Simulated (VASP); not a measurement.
Runs of VASP 6.6.1 on TaN. The structure is that of space group P6_3/mmc (No. 194), or close to it. The cells are those of the table. 

```csv
task,cell,k mesh,cutoff (eV),smearing,gap on the mesh (eV),pressure (GPa),relaxed volume (Å³/atom)
relaxation of cell and atoms,"relaxed from a = 2.917, b = 2.917, c = 5.912 Å, angles 90.0, 90.0, 120.0°, 4 atoms",18 × 18 × 8,600,gaussian 0.1 eV,none,0.0,10.92
single point,"a = 2.917, b = 2.917, c = 5.912 Å, angles 90.0, 90.0, 120.0°, 4 atoms",9 × 9 × 4,520,gaussian 0.1 eV,none,0.8,-
single point,"a = 2.917, b = 2.917, c = 5.914 Å, angles 90.0, 90.0, 120.0°, 4 atoms",15 × 15 × 8,520,gaussian 0.15 eV,none,0.8,-
relaxation of cell and atoms,"relaxed from a = 3.048, b = 3.048, c = 4.918 Å, angles 90.0, 90.0, 120.0°, 4 atoms",9 × 9 × 4,600,gaussian 0.1 eV,none,0.2,(a)
single point,"a = 2.917, b = 2.917, c = 5.914 Å, angles 90.0, 90.0, 120.0°, 4 atoms",18 × 18 × 8,520,gaussian 0.1 eV,none,0.8,-
```

Alike in all rows: level PBE; potentials or basis VASP PAW PBE potentials, release 64 (Ta_pv, N); no spin polarisation.

Q: Estimate the missing entries.

A: (a) 10.90.

Caveats: spin-orbit coupling is left out, which moves the levels of the heavy elements; the volume moved by +10 % from the deposited cell, more than functionals usually miss (some runs).

A k mesh can miss the band edges, and the runs leave out spin-orbit coupling on Ta.

A gap of «none» marks levels without a gap at the run's occupations.
